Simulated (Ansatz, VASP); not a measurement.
# One calculation of B6As, two programs

```
B As
1.0
     4.16195    0.00000    0.00000
     0.00000    4.16195    0.00000
     0.00000    0.00000    4.16195
B As
6 1
Direct
  0.50000 0.50000 0.19840
  0.50000 0.50000 0.80160
  0.19840 0.50000 0.50000
  0.80160 0.50000 0.50000
  0.50000 0.19840 0.50000
  0.50000 0.80160 0.50000
  0.00000 0.00000 0.00000
```

Alike in both runs: functional r2SCAN; k mesh 4 × 4 × 4; occupations gaussian, width 0.1 eV; no spin polarisation.

Ansatz relaxed the structure, and its values are those at the end. VASP's run is a single point on that final structure, the one shown.

|  | VASP | Ansatz |
| --- | --- | --- |
| version | VASP 6.6.1 | Ansatz 0.2.0 |
| potentials or method | VASP PAW PBE potentials, release 64 (B, As), cutoff 550 eV | scalar-relativistic, plane waves, PAW |
| valence electrons in the cell | 23 | 33 |

Ansatz gave:

```
gap on the k mesh at the Fermi level (eV) : none
pressure (GPa)                            : 0.0
rms of the force components (eV/Å)        : 0.001
```

Q: Estimate VASP's values.

A: gap on the k mesh at the Fermi level (eV): none; pressure (GPa): 0.1; rms of the force components (eV/Å): 0.019.

VASP's potentials were made for PBE, not for r2SCAN. A gap of «none» marks a metal or a gap that the smearing closes. With one functional, cell and mesh, what is left measures potentials, basis and numerics. VASP's potentials hold 23 valence electrons a cell and Ansatz's 33, so a difference there can come from the potentials and not from the codes.

The k mesh is coarse, so the values compare programs but aren't converged.
